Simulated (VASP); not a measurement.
# CsIr3 (Pm-3m) in VASP: a series of runs

Runs on CsIr3. Level: PBE. Tasks: single point, relaxation of cell and atoms.

Program: VASP 6.6.1. These are calculated values, not measurements. Logs are shortened: lines on timing, memory, paths and dates and some standing lists are left out, and cuts for length are marked.

## Step 1: The cell of the first run

Symmetry: Pm-3m, No. 221, cubic system. Conventional cell: a = 4.176 Å, b = 4.176 Å, c = 4.176 Å, α = 90.00°, β = 90.00°, γ = 90.00°. Within 3.9 Å of Cs (site symmetry m-3m) lie 12 Ir at 2.95 Å. Ir (site symmetry 4/mmm) has 4 Cs at 2.95 Å and 8 Ir at 2.95 Å within 3.9 Å.

## Step 2: Single point, PBE

Input file INCAR:

```
PREC = Accurate
ENCUT = 520
EDIFF = 1E-6
ISMEAR = 0
SIGMA = 0.1
LREAL = False
LASPH = True
NELM = 80
ALGO = Fast
ISIF = 2
LWAVE = False
LCHARG = False
GGA = PE
NBANDS = 26
```

Input file KPOINTS:

```
regular mesh
0
Gamma
  12 12 12
```

Input file POSCAR:

```
CsIr3
1.0
    4.1763535325      0.0000000000      0.0000000000
    0.0000000000      4.1763535325      0.0000000000
    0.0000000000      0.0000000000      4.1763535325
Cs Ir
1 3
Direct
    0.0000000000      0.0000000000      0.0000000000
    0.0000000000      0.5000000000      0.5000000000
    0.5000000000      0.0000000000      0.5000000000
    0.5000000000      0.5000000000      0.0000000000
```

Potentials or basis: VASP PAW PBE potentials, release 64 (Cs_sv, Ir).

The run is started by

```
> cat potpaw_PBE.64/Cs_sv/POTCAR potpaw_PBE.64/Ir/POTCAR > POTCAR
> mpirun -np 1 vasp_std > vasp.out
```

OUTCAR:

```text
PREC = Accurate
   ENCUT = 520
   EDIFF = 1E-6
   ISMEAR = 0
   LREAL = False
   LASPH = True
   NELM = 80
   ISIF = 2
   GGA = PE

 ion  position               nearest neighbor table
   1  0.000  0.000  0.000-   2 2.95   3 2.95   4 2.95   2 2.95   3 2.95   2 2.95   4 2.95   2 2.95
                             3 2.95   4 2.95   3 2.95   4 2.95
   2  0.000  0.500  0.500-   1 2.95   3 2.95   4 2.95   1 2.95   4 2.95   1 2.95   3 2.95   1 2.95
                             3 2.95   4 2.95   4 2.95   3 2.95
   3  0.500  0.000  0.500-   1 2.95   2 2.95   4 2.95   1 2.95   4 2.95   2 2.95   4 2.95   4 2.95
                             1 2.95   2 2.95   1 2.95   2 2.95
   4  0.500  0.500  0.000-   1 2.95   2 2.95   3 2.95   2 2.95   3 2.95   1 2.95   3 2.95   3 2.95
                             1 2.95   2 2.95   2 2.95   1 2.95

  LATTYP: Found a simple cubic cell.
 ALAT       =     4.1763535325

  Lattice vectors:

 A1 = (   4.1763535325,   0.0000000000,   0.0000000000)
 A2 = (   0.0000000000,   4.1763535325,   0.0000000000)
 A3 = (   0.0000000000,   0.0000000000,   4.1763535325)

Analysis of symmetry for initial positions (statically):
=====================================================================
 Subroutine PRICEL returns:
 Original cell was already a primitive cell.

 Routine SETGRP: Setting up the symmetry group for a
 simple cubic supercell.

 Subroutine GETGRP returns: Found 48 space group operations
 (whereof 48 operations were pure point group operations)
 out of a pool of 48 trial point group operations.

The static configuration has the point symmetry O_h .

Analysis of symmetry for dynamics (positions and initial velocities):
=====================================================================
 Subroutine PRICEL returns:
 Original cell was already a primitive cell.

 Routine SETGRP: Setting up the symmetry group for a
 simple cubic supercell.

 Subroutine GETGRP returns: Found 48 space group operations
 (whereof 48 operations were pure point group operations)
 out of a pool of 48 trial point group operations.

The dynamic configuration has the point symmetry O_h .

 Subroutine INISYM returns: Found 48 space group operations
 (whereof 48 operations are pure point group operations),
 and found     1 'primitive' translations

----------------------------------------------------------------------------------------

                                     Primitive cell

  volume of cell :      72.8437

  direct lattice vectors                    reciprocal lattice vectors
     4.176353533  0.000000000  0.000000000     0.239443331  0.000000000  0.000000000
     0.000000000  4.176353533  0.000000000     0.000000000  0.239443331  0.000000000
     0.000000000  0.000000000  4.176353533     0.000000000  0.000000000  0.239443331

  length of vectors
     4.176353533  4.176353533  4.176353533     0.239443331  0.239443331  0.239443331

  position of ions in fractional coordinates (direct lattice)
     0.000000000  0.000000000  0.000000000
     0.000000000  0.500000000  0.500000000
     0.500000000  0.000000000  0.500000000
     0.500000000  0.500000000  0.000000000

  ion indices of the primitive-cell ions
   primitive index   ion index
                 1           1
                 2           2
                 3           3
                 4           4

----------------------------------------------------------------------------------------

 KPOINTS: regular mesh

Automatic generation of k-mesh.
 Grid dimensions read from file:
 generate k-points for:   12   12   12

 Generating k-lattice:

  Cartesian coordinates                     Fractional coordinates (reciprocal lattice)
     0.019953611  0.000000000  0.000000000     0.083333333  0.000000000  0.000000000
     0.000000000  0.019953611  0.000000000     0.000000000  0.083333333  0.000000000
     0.000000000  0.000000000  0.019953611     0.000000000  0.000000000  0.083333333

  Length of vectors
     0.019953611  0.019953611  0.019953611

  Shift w.r.t. Gamma in fractional coordinates (k-lattice)
     0.000000000  0.000000000  0.000000000

 Subroutine IBZKPT returns following result:
 ===========================================

 Found     84 irreducible k-points:

 Following reciprocal coordinates:
            Coordinates               Weight
  0.000000  0.000000  0.000000      1.000000
  0.083333  0.000000  0.000000      6.000000
  0.166667  0.000000  0.000000      6.000000
  0.250000  0.000000  0.000000      6.000000
  0.333333  0.000000  0.000000      6.000000
  0.416667  0.000000  0.000000      6.000000
[... 16 lines left out ...]
  0.333333  0.333333  0.000000     12.000000
  0.416667  0.333333  0.000000     24.000000
 [... further k-points ...]
   k-points           NKPTS =     84   k-points in BZ     NKDIM =     84   number of bands    NBANDS=     26
   number of dos      NEDOS =    301   number of ions     NIONS =      4
   total plane-waves  NPLWV =  32768
   dimension x,y,z NGX =    32 NGY =   32 NGZ =   32
   dimension x,y,z NGXF=    64 NGYF=   64 NGZF=   64
   ions per type =               1   3
   NGX,Y,Z   is equivalent  to a cutoff of  12.74, 12.74, 12.74 a.u.
   NGXF,Y,Z  is equivalent  to a cutoff of  25.48, 25.48, 25.48 a.u.
 SYSTEM =  unknown system
   PREC   = accura    normal or accurate (medium, high low for compatibility)
   ISTART =      0    job   : 0-new  1-cont  2-samecut
   ICHARG =      2    charge: 1-file 2-atom 10-const
   ISPIN  =      1    spin polarized calculation?
   LNONCOLLINEAR =      F non collinear calculations
   LSORBIT =      F    spin-orbit coupling
   LASPH  =      T    aspherical Exc in radial PAW
   ENCUT  =  520.0 eV  38.22 Ry    6.18 a.u.   7.77  7.77  7.77*2*pi/ulx,y,z
   NELM   =     80;   NELMIN=  2; NELMDL= -5     # of ELM steps
   EDIFF  = 0.1E-05   stopping-criterion for ELM
   LREAL  =      F    real-space projection
   EDIFFG = 0.1E-04   stopping-criterion for IOM
   NSW    =      0    number of steps for IOM
   IBRION =     -1    ionic relax: 0-MD 1-quasi-New 2-CG
   NFREE  =      0    steps in history (QN), initial steepest desc. (CG)
   ISIF   =      2    stress and relaxation
   ISYM   =      2    0-nonsym 1-usesym 2-fastsym
   POTIM  = 0.5000    time-step for ionic-motion
   TEBEG  =    0.0;   TEEND  =   0.0 temperature during run
   PSTRESS=    0.0 pullay stress
   NELECT =      36.0000    total number of electrons
   NUPDOWN=      -1.0000    fix difference up-down
   EMIN   =  10.00;   EMAX   =-10.00  energy-range for DOS
   EFERMI =   0.00;   METHOD = LEGACY
   ISMEAR =     0;   SIGMA  =   0.10  broadening in eV -4-tet -1-fermi 0-gaus
   EFERMI_NEDOS =   21; number of points for ismear=-14 and -15
   IALGO  =     68    algorithm
   IMIX   =      4    mixing-type and parameters
     AMIX     =   0.40;   BMIX     =  1.00
     AMIX_MAG =   1.60;   BMIX_MAG =  1.00
  volume/ion in A,a.u.               =      18.21       122.89
  Fermi-wavevector in a.u.,A,eV,Ry     =   1.294330  2.445929 22.793712  1.675291
  Thomas-Fermi vector in A             =   2.425920
   LORBIT       =      0    0 simple, 1 ext, 2 COOP (PROOUT), +10 PAW based schemes
   GGA     = PE    functional components
   LHFCALC =     F    Hartree Fock is set to
   AEXX    =    0.0000 exact exchange contribution
   IVDW    =     0    specifies the selected vdW correction
   LEPSILON=     F    determine dielectric tensor
   LRPA    =     F    only Hartree local field effects (RPA)
 non-spin polarized calculation
 RMM-DIIS sequential band-by-band and
 Gauss-broadening in eV      SIGMA  =   0.10
  energy-cutoff  :      520.00
  volume of cell :       72.84
 maximum number of plane-waves:      1984
 NGX is ok and might be reduce to    32
   NGX = 15   NGY = 15   NGZ = 15

 number of electron      35.9999991 magnetization

 Free energy of the ion-electron system (eV)
  ---------------------------------------------------
  ext. energy  EPLUGINS =         0.00000000
  ---------------------------------------------------
  free energy    TOTEN  =       -19.97216185 eV

  energy without entropy =      -19.93318081  energy(sigma->0) =      -19.95267133

 E-fermi :   6.8967     XC(G=0): -12.5952

 val. band max:        6.8967090438   @ k =   0.2500   0.0000   0.0000
 cond. band min:       6.8967460420   @ k =   0.4167   0.1667   0.0833
 fundamental gap:      0.0000369982
 Fermi energy:         6.8967290985

 k-point     1 :       0.0000    0.0000    0.0000
  band No.  band energies     occupation
      1     -14.5823      2.00000
      2      -1.4139      2.00000
      3      -1.4139      2.00000
      4      -1.4139      2.00000
      5       0.2576      2.00000
      6       2.1026      2.00000
[... 18 lines left out ...]
     25      12.4976      0.00000
     26      16.7057      0.00000

 k-point     2 :       0.0833    0.0000    0.0000
  band No.  band energies     occupation
      1     -14.5705      2.00000
      2      -1.6729      2.00000
      3      -1.4500      2.00000
      4      -1.4500      2.00000
      5       0.4221      2.00000
      6       2.1727      2.00000
[... 18 lines left out ...]
     25      13.3043      0.00000
     26      16.1440      0.00000

 k-point     3 :       0.1667    0.0000    0.0000
  band No.  band energies     occupation
      1     -14.5377      2.00000
      2      -2.2066      2.00000
      3      -1.5434      2.00000
      4      -1.5434      2.00000
      5       0.7612      2.00000
      6       2.3784      2.00000
[... 18 lines left out ...]
     25      14.2128      0.00000
     26      15.0826      0.00000

 k-point     4 :       0.2500    0.0000    0.0000
  band No.  band energies     occupation
      1     -14.4921      2.00000
      2      -2.7534      2.00000
      3      -1.6608      2.00000
      4      -1.6608      2.00000
      5       1.1721      2.00000
      6       2.7031      2.00000
[... 18 lines left out ...]
     25      14.1760      0.00000
     26      14.8551      0.00000

 k-point     5 :       0.3333    0.0000    0.0000
  band No.  band energies     occupation
      1     -14.4455      2.00000
      2      -3.1977      2.00000
      3      -1.7688      2.00000
      4      -1.7688      2.00000
      5       1.6294      2.00000
      6       2.9877      2.00000
[... 18 lines left out ...]
     25      13.5088      0.00000
     26      15.2260      0.00000

 k-point     6 :       0.4167    0.0000    0.0000
  band No.  band energies     occupation
      1     -14.4108      2.00000
      2      -3.4835      2.00000
      3      -1.8428      2.00000
      4      -1.8428      2.00000
      5       2.0511      2.00000
      6       3.1219      2.00000
[... 427 lines left out ...]
 k-point    21 :       0.4167    0.2500    0.0000
  band No.  band energies     occupation
      1     -14.3636      2.00000
      2      -3.2192      2.00000
      3      -2.4615      2.00000
      4      -1.9833      2.00000
      5       2.4835      2.00000
      6       3.3860      2.00000
[... 18 lines left out ...]
     25      14.2215      0.00000
     26      15.2608      0.00000

 k-point    22 :       0.5000    0.2500    0.0000
  band No.  band energies     occupation
      1     -14.3540      2.00000
      2      -3.2864      2.00000
      3      -2.4626      2.00000
      4      -2.0040      2.00000
      5       2.6423      2.00000
      6       3.4117      2.00000
[... 18 lines left out ...]
     25      14.3004      0.00000
     26      15.6107      0.00000

 k-point    23 :       0.3333    0.3333    0.0000
  band No.  band energies     occupation
      1     -14.3608      2.00000
      2      -3.0099      2.00000
      3      -2.6648      2.00000
      4      -1.9981      2.00000
      5       2.4515      2.00000
      6       3.1805      2.00000
[... 18 lines left out ...]
     25      13.3895      0.00000
     26      15.2750      0.00000

 k-point    24 :       0.4167    0.3333    0.0000
  band No.  band energies     occupation
      1     -14.3396      2.00000
      2      -3.0772      2.00000
      3      -2.7177      2.00000
      4      -2.0494      2.00000
      5       2.7369      2.00000
      6       3.3474      2.00000
[... 18 lines left out ...]
     25      13.3922      0.00000
     26      15.4465      0.00000

 [... further k-points ...]
[... 5 lines left out ...]
  --------------------------------------------------------------------------------------
  -------------------------------------------------------------------------------------
  Total        1.0837062      1.0837062      1.0837062     -0.0000000      0.0000000     -0.0000000
  in kB       23.8358354     23.8358354     23.8358354     -0.0000000      0.0000000     -0.0000000
  external PRESSURE =      23.8358354 kB  Pullay stress =       0.0000000 kB

 VOLUME and BASIS-vectors are now :
 -----------------------------------------------------------------------------
  energy-cutoff  :      520.00
  volume of cell :       72.84
      direct lattice vectors                 reciprocal lattice vectors
     4.176353533  0.000000000  0.000000000     0.239443331  0.000000000  0.000000000
     0.000000000  4.176353533  0.000000000     0.000000000  0.239443331  0.000000000
     0.000000000  0.000000000  4.176353533     0.000000000  0.000000000  0.239443331

 POSITION                                       TOTAL-FORCE (eV/Angst)
 -----------------------------------------------------------------------------------
      0.00000      0.00000      0.00000         0.000000      0.000000      0.000000
      0.00000      2.08818      2.08818         0.000000      0.000000      0.000000
      2.08818      0.00000      2.08818         0.000000      0.000000      0.000000
      2.08818      2.08818      0.00000         0.000000      0.000000      0.000000
 -----------------------------------------------------------------------------------
    total drift:                                0.000000     -0.000000     -0.000000

  FREE ENERGIE OF THE ION-ELECTRON SYSTEM (eV)
  ---------------------------------------------------
  free  energy   TOTEN  =       -19.9721618474 eV

  energy  without entropy=      -19.9331808076  energy(sigma->0) =      -19.95267133
```

It took 83 s on 1 thread of Intel Xeon 6975P-C, shared host; peak memory 0.28 GiB.

Results:

```yaml
Free_energy: -19.9722 eV
Pressure: 2.4 GPa
Band_gap_on_the_k_mesh: zero (band 18 reaches 8.28 eV, above the bottom of band 19 at 6.60 eV)
```

Levels at points of the mesh, in eV from the Fermi level:
| k point | band 15 | band 16 | band 17 | band 18 | band 19 | band 20 | band 21 | band 22 |
| --- | --- | --- | --- | --- | --- | --- | --- | --- |
| (0.00, 0.00, 0.00) | 0.02 | 0.02 | 0.94 | 1.38 | 1.38 | 1.38 | 4.76 | 4.76 |
| (0.50, 0.00, 0.00) | -1.26 | -1.01 | -0.16 | -0.16 | 0.21 | 0.96 | 1.39 | 4.05 |
| (0.50, 0.50, 0.00) | -1.35 | -0.61 | -0.52 | 0.04 | 0.04 | 0.14 | 0.97 | 3.48 |
| (0.50, 0.50, 0.50) | -0.92 | -0.92 | -0.05 | 0.98 | 0.98 | 0.98 | 3.77 | 3.77 |

Caveat: spin-orbit coupling is left out, which moves the levels of the heavy elements.

(Continued in part 2 of 2.)
